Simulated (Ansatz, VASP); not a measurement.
One calculation of AlNi5, two programs

Contents of INCAR:

```
PREC     = Accurate       # precision mode
ENCUT    = 520            # plane-wave cutoff, eV
EDIFF    = 1E-6           # SCF threshold, eV
ISMEAR   = 0              # smearing method
SIGMA    = 0.1            # smearing width, eV
LREAL    = F              # projectors in reciprocal space
LASPH    = T              # aspherical terms in the spheres
NELM     = 150            # most SCF steps
ALGO     = Normal         # electronic algorithm
ISIF     = 2              # what is computed and relaxed
LWAVE    = F              # write WAVECAR
LCHARG   = T              # write CHGCAR
ISPIN    = 2              # spin polarisation
MAGMOM   = 0 2 2 2 2 2    # initial moments
LORBIT   = 11             # projections on sites
LMAXMIX  = 4              # l up to which the mixer works
GGA      = PE             # functional
LELF     = T              # ELF
LVHAR    = T            
NBANDS   = 40             # bands
```

File KPOINTS:

```
regular mesh
0
Gamma
  6 6 6
```

File POSCAR:

```
AlNi5
1.0
    1.7639247000     -5.2917741000      0.0000000000
    1.7639247000      5.2917741000      0.0000000000
    0.0000000000      0.0000000000      3.5278494000
Al Ni
1 5
Direct
    0.5000000000      0.5000000000      0.5000000000
    0.0000000000      0.0000000000      0.0000000000
    0.6666666700      0.3333333300      0.0000000000
    0.8333333300      0.1666666700      0.5000000000
    0.1666666700      0.8333333300      0.5000000000
    0.3333333300      0.6666666700      0.0000000000
```

Input for Ansatz:

```yaml
crystal:
  lattice:
    - [1.7639247, -5.2917741, 0.0]
    - [1.7639247, 5.2917741, 0.0]
    - [0.0, 0.0, 3.5278494]
  atoms:
    - { symbol: Al, position: [0.5, 0.5, 0.5] }
    - { symbol: Ni, position: [0.0, 0.0, 0.0], spin: 2.0 }
    - { symbol: Ni, position: [0.66666667, 0.33333333, 0.0], spin: 2.0 }
    - { symbol: Ni, position: [0.83333333, 0.16666667, 0.5], spin: 2.0 }
    - { symbol: Ni, position: [0.16666667, 0.83333333, 0.5], spin: 2.0 }
    - { symbol: Ni, position: [0.33333333, 0.66666667, 0.0], spin: 2.0 }
basis:
  ecutwfc: 420
kpoints:
  mp_grid: { grid: [6, 6, 6] }
hamiltonian:
  xc: pbe
scf:
  occupations: { method: gaussian, width: 0.1 }
  lower_state_search: "off"
output:
  forces: true
  stress: true
  eigenvalues: true
  populations: true
magnetization:
  spin_polarized: true
```

Alike in both runs: task single point; functional PBE; k mesh 6 × 6 × 6; occupations gaussian, width 0.1 eV; collinear spin.

|  | VASP | Ansatz |
| --- | --- | --- |
| version | VASP 6.6.1 | Ansatz 0.2.0 |
| potentials or method | VASP PAW PBE potentials, release 64 (Al, Ni), cutoff 520 eV | scalar-relativistic, plane waves, PAW |
| valence electrons in the cell | 53 | 93 |

|  | VASP | Ansatz | Ansatz less VASP |
| --- | --- | --- | --- |
| gap on the k mesh at the Fermi level (eV) | none | none | - |
| pressure (GPa) | 3.5 | 3.5 | -0.01 |
| traceless stress, the component that is largest in VASP (GPa) | 0.72 | 0.68 | -0.033 |
| rms of the force components (eV/Å) | 0.110 | 0.109 | -0.0009 |
| net moment per atom (μB) | 0.26 | 0.27 | +0.006 |
| size of the moment on the site where the two differ most (μB) | 0.27 | 0.30 | +0.026 |

Site moments also hang on the region over which each program counts them. Atom by atom the forces differ by 0.004 eV/Å (rms over components). A gap of «none» marks a metal or a gap that the smearing closes. With one functional, cell and mesh, what is left measures potentials, basis and numerics. VASP's potentials hold 53 valence electrons a cell and Ansatz's 93, so a difference there can come from the potentials and not from the codes.
